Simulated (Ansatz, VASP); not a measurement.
# One calculation of Ta2N, two programs

Contents of INCAR:

```
PREC = Accurate
ENCUT = 520
EDIFF = 1E-7
ISMEAR = 0
SIGMA = 0.15
LREAL = False
LASPH = True
NELM = 100
ALGO = Normal
ISIF = 2
LWAVE = False
LCHARG = False
GGA = PE
NBANDS = 20
```

Contents of KPOINTS:

```
Automatic mesh
0
Gamma
  18 18 10
```

Contents of POSCAR:

```
Ta2N
1.0
    3.1011400584      0.0000000000      0.0000000000
   -1.5505700292      2.7259510624      0.0000000000
    0.0000000000      0.0000000000      4.8818900414
Ta N
2 1
Direct
    0.6666666667      0.3333333333      0.7449050326
    0.3333333333      0.6666666667      0.2550949674
    0.0000000000      0.0000000000      0.0000000000
```

Input for Ansatz:

```yaml
crystal:
  lattice:
    - [3.1011400584, 0.0, 0.0]
    - [-1.5505700292, 2.7259510624, 0.0]
    - [0.0, 0.0, 4.8818900414]
  atoms:
    - { symbol: Ta, position: [0.6666666667, 0.3333333333, 0.7449050326] }
    - { symbol: Ta, position: [0.3333333333, 0.6666666667, 0.2550949674] }
    - { symbol: "N", position: [0.0, 0.0, 0.0] }
basis:
  ecutwfc: 420
kpoints:
  mp_grid: { grid: [18, 18, 10] }
hamiltonian:
  xc: pbe
scf:
  occupations: { method: gaussian, width: 0.15 }
output:
  forces: true
  stress: true
  eigenvalues: true
```

Change from the starting cell: strain +0.0150 x Voigt [0, 1, 0, 0, 0, 0], atoms carried along.

Alike in both runs: task single point; functional PBE; k mesh 18 × 18 × 10; occupations gaussian, width 0.15 eV; no spin polarisation.

|  | VASP | Ansatz |
| --- | --- | --- |
| version | VASP 6.6.1 | Ansatz 0.2.0 |
| potentials or method | VASP PAW PBE potentials, release 64 (Ta_pv, N), cutoff 520 eV | scalar-relativistic, plane waves, PAW |
| valence electrons in the cell | 27 | 31 |

VASP gave:

- gap on the k mesh at the Fermi level (eV): none
- pressure (GPa): -3.6
- traceless stress, the component that is largest in VASP (GPa): -2.52
- rms of the force components (eV/Å): 0.044

Estimate Ansatz's values.

gap on the k mesh at the Fermi level (eV): none; pressure (GPa): -4.0; traceless stress, the component that is largest in VASP (GPa): -2.55; rms of the force components (eV/Å): 0.065.

Atom by atom the forces differ by 0.021 eV/Å (rms over components). A gap of «none» marks a metal or a gap that the smearing closes. VASP's potentials hold 27 valence electrons a cell and Ansatz's 31, so a difference there can come from the potentials and not from the codes.

Spin-orbit coupling is off throughout.
